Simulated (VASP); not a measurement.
# S (Fm-3m) in VASP: a series of runs

Runs on S. Level: PBE. Tasks: single point, relaxation of cell and atoms.

Program: VASP 6.6.1. These are calculated values, not measurements. Logs are shortened: lines on timing, memory, paths and dates and some standing lists are left out, and cuts for length are marked.

### 1 The cell of the first run

It takes space group Fm-3m (No. 225, cubic). The conventional cell has a = 3.985 Å, b = 3.985 Å, c = 3.985 Å, α = 90.00°, β = 90.00°, γ = 90.00°. Within 3.7 Å of S (site symmetry m-3m) lie 12 S at 2.82 Å.

This isn't the form of S at room conditions, which is orthorhombic, of S8 rings.

### 2 Single point, PBE

File INCAR:

```
SYSTEM = S
ALGO = Normal
EDIFF = 1E-6
ENCUT = 500
GGA = PE
GGA_COMPAT = .False.
ISIF = 2
ISMEAR = 0
LASPH = .True.
LCHARG = .False.
LREAL = .False.
LWAVE = .False.
NBANDS = 9
NELM = 120
PREC = Accurate
SIGMA = 0.05
```

File KPOINTS:

```
k-points
0
Gamma
  9 9 9
  0 0 0
```

File POSCAR:

```
S
1.0
    0.0000000000      1.9925370359      1.9925370359
    1.9925370359      0.0000000000      1.9925370359
    1.9925370359      1.9925370359      0.0000000000
S
1
Direct
    0.0000000000      0.0000000000      0.0000000000
```

Potentials or basis: VASP PAW PBE potentials, release 64 (S).

Launch:

```console
$ cat potpaw_PBE.64/S/POTCAR > POTCAR
$ mpirun -np 1 vasp_std > vasp.out
```

OUTCAR:

```text
SYSTEM = S
   EDIFF = 1E-6
   ENCUT = 500
   GGA = PE
   ISIF = 2
   ISMEAR = 0
   LASPH = .True.
   LREAL = .False.
   NELM = 120
   PREC = Accurate

 ion  position               nearest neighbor table
   1  0.000  0.000  0.000-

  LATTYP: Found a face centered cubic cell.
 ALAT       =     3.9850740718

  Lattice vectors:

 A1 = (   0.0000000000,   1.9925370359,   1.9925370359)
 A2 = (   1.9925370359,   0.0000000000,   1.9925370359)
 A3 = (   1.9925370359,   1.9925370359,   0.0000000000)

Analysis of symmetry for initial positions (statically):
=====================================================================
 Subroutine PRICEL returns:
 Original cell was already a primitive cell.

 Routine SETGRP: Setting up the symmetry group for a
 face centered cubic supercell.

 Subroutine GETGRP returns: Found 48 space group operations
 (whereof 48 operations were pure point group operations)
 out of a pool of 48 trial point group operations.

The static configuration has the point symmetry O_h .

Analysis of symmetry for dynamics (positions and initial velocities):
=====================================================================
 Subroutine PRICEL returns:
 Original cell was already a primitive cell.

 Routine SETGRP: Setting up the symmetry group for a
 face centered cubic supercell.

 Subroutine GETGRP returns: Found 48 space group operations
 (whereof 48 operations were pure point group operations)
 out of a pool of 48 trial point group operations.

The dynamic configuration has the point symmetry O_h .

 Subroutine INISYM returns: Found 48 space group operations
 (whereof 48 operations are pure point group operations),
 and found     1 'primitive' translations

----------------------------------------------------------------------------------------

                                     Primitive cell

  volume of cell :      15.8216

  direct lattice vectors                    reciprocal lattice vectors
     0.000000000  1.992537036  1.992537036    -0.250936365  0.250936365  0.250936365
     1.992537036  0.000000000  1.992537036     0.250936365 -0.250936365  0.250936365
     1.992537036  1.992537036  0.000000000     0.250936365  0.250936365 -0.250936365

  length of vectors
     2.817872900  2.817872900  2.817872900     0.434634533  0.434634533  0.434634533

  position of ions in fractional coordinates (direct lattice)
     0.000000000  0.000000000  0.000000000

  ion indices of the primitive-cell ions
   primitive index   ion index
                 1           1

----------------------------------------------------------------------------------------

 KPOINTS: k-points

Automatic generation of k-mesh.
 Grid dimensions read from file:
 generate k-points for:    9    9    9

 Generating k-lattice:

  Cartesian coordinates                     Fractional coordinates (reciprocal lattice)
    -0.027881818  0.027881818  0.027881818     0.111111111  0.000000000  0.000000000
     0.027881818 -0.027881818  0.027881818     0.000000000  0.111111111  0.000000000
     0.027881818  0.027881818 -0.027881818     0.000000000  0.000000000  0.111111111

  Length of vectors
     0.048292726  0.048292726  0.048292726

  Shift w.r.t. Gamma in fractional coordinates (k-lattice)
     0.000000000  0.000000000  0.000000000

 Subroutine IBZKPT returns following result:
 ===========================================

 Found     35 irreducible k-points:

 Following reciprocal coordinates:
            Coordinates               Weight
  0.000000  0.000000  0.000000      1.000000
  0.111111  0.000000  0.000000      8.000000
  0.222222  0.000000  0.000000      8.000000
  0.333333  0.000000  0.000000      8.000000
  0.444444  0.000000  0.000000      8.000000
  0.111111  0.111111  0.000000      6.000000
[... 16 lines left out ...]
 -0.333333  0.333333  0.000000     12.000000
  0.444444  0.444444  0.000000      6.000000
 [... further k-points ...]
   k-points           NKPTS =     35   k-points in BZ     NKDIM =     35   number of bands    NBANDS=      9
   number of dos      NEDOS =    301   number of ions     NIONS =      1
   total plane-waves  NPLWV =  13824
   dimension x,y,z NGX =    24 NGY =   24 NGZ =   24
   dimension x,y,z NGXF=    48 NGYF=   48 NGZF=   48
   ions per type =               1
   NGX,Y,Z   is equivalent  to a cutoff of  14.16, 14.16, 14.16 a.u.
   NGXF,Y,Z  is equivalent  to a cutoff of  28.32, 28.32, 28.32 a.u.
 SYSTEM =  S
   PREC   = accura    normal or accurate (medium, high low for compatibility)
   ISTART =      0    job   : 0-new  1-cont  2-samecut
   ICHARG =      2    charge: 1-file 2-atom 10-const
   ISPIN  =      1    spin polarized calculation?
   LNONCOLLINEAR =      F non collinear calculations
   LSORBIT =      F    spin-orbit coupling
   LASPH  =      T    aspherical Exc in radial PAW
   ENCUT  =  500.0 eV  36.75 Ry    6.06 a.u.   5.14  5.14  5.14*2*pi/ulx,y,z
   NELM   =    120;   NELMIN=  2; NELMDL= -5     # of ELM steps
   EDIFF  = 0.1E-05   stopping-criterion for ELM
   LREAL  =      F    real-space projection
   EDIFFG = 0.1E-04   stopping-criterion for IOM
   NSW    =      0    number of steps for IOM
   IBRION =     -1    ionic relax: 0-MD 1-quasi-New 2-CG
   NFREE  =      0    steps in history (QN), initial steepest desc. (CG)
   ISIF   =      2    stress and relaxation
   ISYM   =      2    0-nonsym 1-usesym 2-fastsym
   POTIM  = 0.5000    time-step for ionic-motion
   TEBEG  =    0.0;   TEEND  =   0.0 temperature during run
   PSTRESS=    0.0 pullay stress
   NELECT =       6.0000    total number of electrons
   NUPDOWN=      -1.0000    fix difference up-down
   EMIN   =  10.00;   EMAX   =-10.00  energy-range for DOS
   EFERMI =   0.00;   METHOD = LEGACY
   ISMEAR =     0;   SIGMA  =   0.05  broadening in eV -4-tet -1-fermi 0-gaus
   EFERMI_NEDOS =   21; number of points for ismear=-14 and -15
   IALGO  =     38    algorithm
   IMIX   =      4    mixing-type and parameters
     AMIX     =   0.40;   BMIX     =  1.00
     AMIX_MAG =   1.60;   BMIX_MAG =  1.00
  volume/ion in A,a.u.               =      15.82       106.77
  Fermi-wavevector in a.u.,A,eV,Ry     =   1.184974  2.239276 19.104805  1.404164
  Thomas-Fermi vector in A             =   2.321177
   LORBIT       =      0    0 simple, 1 ext, 2 COOP (PROOUT), +10 PAW based schemes
   GGA     = PE    functional components
   LHFCALC =     F    Hartree Fock is set to
   AEXX    =    0.0000 exact exchange contribution
   IVDW    =     0    specifies the selected vdW correction
   LEPSILON=     F    determine dielectric tensor
   LRPA    =     F    only Hartree local field effects (RPA)
 non-spin polarized calculation
 Gauss-broadening in eV      SIGMA  =   0.05
  energy-cutoff  :      500.00
  volume of cell :       15.82
 maximum number of plane-waves:       419
 NGX is ok and might be reduce to    24
   NGX = 11   NGY = 11   NGZ = 11

 number of electron       5.9999999 magnetization

 Free energy of the ion-electron system (eV)
  ---------------------------------------------------
  ext. energy  EPLUGINS =         0.00000000
  ---------------------------------------------------
  free energy    TOTEN  =        -2.84200061 eV

  energy without entropy =       -2.84102231  energy(sigma->0) =       -2.84151146

 E-fermi :   7.4455     XC(G=0): -11.1809

 val. band max:        7.4448044786   @ k =   0.3333   0.2222   0.1111
 cond. band min:       7.6504632691   @ k =   0.3333   0.2222   0.0000
 fundamental gap:      0.2056587905
 Fermi energy:         7.4454630497

 k-point     1 :       0.0000    0.0000    0.0000
  band No.  band energies     occupation
      1      -9.2648      2.00000
      2      10.6506      0.00000
      3      10.6506      0.00000
      4      10.6506      0.00000
      5      19.5712      0.00000
      6      19.5712      0.00000
      7      19.5712      0.00000
      8      21.8489      0.00000
      9      24.9020      0.00000

 k-point     2 :       0.1111    0.0000    0.0000
  band No.  band energies     occupation
      1      -8.9734      2.00000
      2       9.1360      0.00000
      3      10.4438      0.00000
      4      10.4438      0.00000
      5      19.0332      0.00000
      6      20.0288      0.00000
      7      20.0288      0.00000
      8      22.8110      0.00000
      9      24.1590      0.00000

 k-point     3 :       0.2222    0.0000    0.0000
  band No.  band energies     occupation
      1      -8.1202      2.00000
      2       6.0246      2.00000
      3      10.0033      0.00000
      4      10.0033      0.00000
      5      18.0419      0.00000
      6      20.3321      0.00000
      7      20.3321      0.00000
      8      24.0318      0.00000
      9      24.0320      0.00000

 k-point     4 :       0.3333    0.0000    0.0000
  band No.  band energies     occupation
      1      -6.8025      2.00000
      2       2.8268      2.00000
      3       9.6026      0.00000
      4       9.6026      0.00000
      5      17.3111      0.00000
      6      19.5171      0.00000
      7      19.5171      0.00000
      8      25.2871      0.00000
      9      26.1307      0.00000

 k-point     5 :       0.4444    0.0000    0.0000
  band No.  band energies     occupation
      1      -5.4346      2.00000
      2       0.4460      2.00000
      3       9.3818      0.00000
      4       9.3818      0.00000
      5      16.9541      0.00000
      6      18.8812      0.00000
      7      18.8812      0.00000
      8      24.7112      0.00000
      9      28.6550      0.00000

 k-point     6 :       0.1111    0.1111    0.0000
  band No.  band energies     occupation
      1      -8.8761      2.00000
      2       9.5664      0.00000
      3       9.9157      0.00000
      4       9.9157      0.00000
      5      18.1282      0.00000
      6      20.7634      0.00000
      7      20.7634      0.00000
      8      21.7254      0.00000
      9      23.8544      0.00000
[... 169 lines left out ...]
 k-point    21 :       0.4444    0.3333    0.0000
  band No.  band energies     occupation
      1      -4.7894      2.00000
      2       2.7341      2.00000
      3       5.9829      2.00000
      4       7.0964      2.00000
      5      13.8905      0.00000
      6      15.2847      0.00000
      7      26.2706      0.00000
      8      26.9531      0.00000
      9      29.8153      0.00000

 k-point    22 :      -0.4444    0.3333    0.0000
  band No.  band energies     occupation
      1      -3.7832      2.00000
      2       1.8777      2.00000
      3       4.0031      2.00000
      4       7.2944      1.99998
      5      14.0356      0.00000
      6      18.1401      0.00000
      7      25.1132      0.00000
      8      25.7763      0.00000
      9      28.9354      0.00000

 k-point    23 :      -0.3333    0.3333    0.0000
  band No.  band energies     occupation
      1      -3.9295      2.00000
      2       2.5441      2.00000
      3       2.7718      2.00000
      4       7.9042      0.00000
      5      14.9029      0.00000
      6      21.3938      0.00000
      7      23.7140      0.00000
      8      23.8431      0.00000
      9      26.3902      0.00000

 k-point    24 :       0.4444    0.4444    0.0000
  band No.  band energies     occupation
      1      -3.9614      2.00000
      2       1.5729      2.00000
      3       6.7087      2.00000
      4       6.7087      2.00000
      5      13.0370      0.00000
      6      13.4596      0.00000
      7      29.1024      0.00000
      8      29.9168      0.00000
      9      29.9168      0.00000

 [... further k-points ...]
[... 5 lines left out ...]
  --------------------------------------------------------------------------------------
  -------------------------------------------------------------------------------------
  Total       -0.0183721     -0.0183721     -0.0183721      0.0000000     -0.0000000      0.0000000
  in kB       -1.8604561     -1.8604561     -1.8604561      0.0000000     -0.0000000      0.0000000
  external PRESSURE =      -1.8604561 kB  Pullay stress =       0.0000000 kB

 VOLUME and BASIS-vectors are now :
 -----------------------------------------------------------------------------
  energy-cutoff  :      500.00
  volume of cell :       15.82
      direct lattice vectors                 reciprocal lattice vectors
     0.000000000  1.992537036  1.992537036    -0.250936365  0.250936365  0.250936365
     1.992537036  0.000000000  1.992537036     0.250936365 -0.250936365  0.250936365
     1.992537036  1.992537036  0.000000000     0.250936365  0.250936365 -0.250936365

 POSITION                                       TOTAL-FORCE (eV/Angst)
 -----------------------------------------------------------------------------------
      0.00000      0.00000      0.00000        -0.000000      0.000000     -0.000000
 -----------------------------------------------------------------------------------
    total drift:                                0.000000     -0.000000      0.000000

  FREE ENERGIE OF THE ION-ELECTRON SYSTEM (eV)
  ---------------------------------------------------
  free  energy   TOTEN  =        -2.8420006110 eV

  energy  without entropy=       -2.8410223053  energy(sigma->0) =       -2.84151146
```

Run time: 5.8 s. Hardware: 1 thread of AMD EPYC 7R43 (Zen 3), shared host; peak memory 0.09 GiB.

What came out:

```
Free energy            : -2.8420 eV
Pressure               : -0.2 GPa
Band gap on the k mesh : zero (bands 3 and 4 overlap by 5.21 eV)
```

### 3 Relaxation of cell and atoms, PBE

This run uses another cell than the first one, of 18.52 Å³/atom.

File INCAR:

```
SYSTEM = S
ALGO = Normal
EDIFF = 1E-7
EDIFFG = -0.02
ENCUT = 500
GGA = PE
GGA_COMPAT = .False.
IBRION = 2
ISIF = 3
ISMEAR = 0
LASPH = .True.
LCHARG = .False.
LREAL = .False.
LWAVE = .False.
NELM = 120
NELMIN = 4
NSW = 80
PREC = Accurate
SIGMA = 0.05
```

KPOINTS is that of step 2.

File POSCAR:

```
S
1.0
    0.0000000000      2.1000000000      2.1000000000
    2.1000000000      0.0000000000      2.1000000000
    2.1000000000      2.1000000000      0.0000000000
S
1
Direct
    0.0000000000      0.0000000000      0.0000000000
```

Potentials or basis: VASP PAW PBE potentials, release 64 (S).

Launch:

```console
$ cat potpaw_PBE.64/S/POTCAR > POTCAR
$ mpirun -np 1 vasp_std > vasp.out
```

Wall time 14 s (1 thread of AMD EPYC 7R43 (Zen 3), shared host); peak memory 0.09 GiB.

The run converged. Its results:

- Free energy: -2.8428 eV
- Relaxed volume: 15.80 Å³/atom
- Relaxed cell: a = 2.816 Å, b = 2.816 Å, c = 2.816 Å, α = 60.00°, β = 60.00°, γ = 60.00°
- Space group after relaxing (to 0.1 Å): Fm-3m (No. 225)
- Energy gained by relaxing: 90.0 meV/atom
- Ionic steps: 3
- Pressure after relaxing: 0.0 GPa
- Band gap on the k mesh: zero (bands 3 and 4 overlap by 5.22 eV)

Step by step:
| step | energy change (eV) | largest force (eV/Å) | pressure (GPa) | volume (Å³) |
| --- | --- | --- | --- | --- |
| 1 | 0.0000 | 0.0000 | -9.05 | 18.52 |
| 2 | -0.0899 | 0.0000 | -0.31 | 15.86 |
| 3 | -0.0900 | 0.0000 | -0.02 | 15.80 |

Final structure:
```
CELL_PARAMETERS angstrom
0.00000 1.99156 1.99156
1.99156 0.00000 1.99156
1.99156 1.99156 0.00000
ATOMIC_POSITIONS crystal
S 0.00000 0.00000 0.00000
```

Levels at points of the mesh, in eV from the Fermi level:
```tsv
k point	band 1	band 2	band 3	band 4	band 5	band 6
(0.00, 0.00, 0.00)	-16.72	3.21	3.21	3.21	12.13	12.13
```
